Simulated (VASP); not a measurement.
Wanted: the native input for a VASP 6.6.1 run.

* Task: single point
* Functional: LDA
* Potentials or basis: VASP PAW LDA potentials, release 64 (Li_sv, H)
* Cutoff: 520 eV
* k mesh: 10 × 10 × 10
* Occupations: gaussian, width 0.05 eV
* Spin: no spin polarisation
* Dipole correction: no
* Further INCAR settings: ALGO = Normal; EDIFF = 1e-06; NBANDS = 9

The structure of LiH lies in POSCAR:

```
LiH
1.0
    0.0000000000      2.1138000000      1.9512000000
    2.1138000000      0.0000000000      1.9512000000
    2.1138000000      2.1138000000      0.0000000000
Li H
1 1
Direct
    0.0000000000      0.0000000000      0.0000000000
    0.5000000000      0.5000000000      0.5000000000
```

This cell differs from its parent crystal: strain +0.040 along x and y, -0.040 along z.

The input as run:

INCAR

```
PREC     = Accurate       # precision mode
ENCUT    = 520            # plane-wave cutoff, eV
EDIFF    = 1E-6           # SCF threshold, eV
ISMEAR   = 0              # smearing method
SIGMA    = 0.05           # smearing width, eV
LREAL    = F              # projectors in reciprocal space
LASPH    = T              # aspherical terms in the spheres
NELM     = 100            # most SCF steps
ALGO     = Normal         # electronic algorithm
ISIF     = 2              # what is computed and relaxed
LWAVE    = F              # write WAVECAR
LCHARG   = F              # write CHGCAR
GGA      = CA             # functional
NBANDS   = 9              # bands
```

KPOINTS

```
regular mesh
0
Gamma
  10 10 10
```

Potentials or basis: VASP PAW LDA potentials, release 64 (Li_sv, H).

The run is started by

```sh
$ cat potpaw_LDA.64/Li_sv/POTCAR potpaw_LDA.64/H/POTCAR > POTCAR
$ mpirun -np 1 vasp_std > vasp.out
```

Results of the run:

* Band gap on the k mesh: 1.97 eV, indirect (least direct gap 2.55 eV)

Caveat: the cell differs from its parent crystal (strain +0.040 along x and y, -0.040 along z).

It took 6.7 s on 1 thread of Intel(R) Xeon(R) Platinum 8375C CPU @ 2.90GHz (Ice Lake) (shared host), peak memory 0.12 GiB.
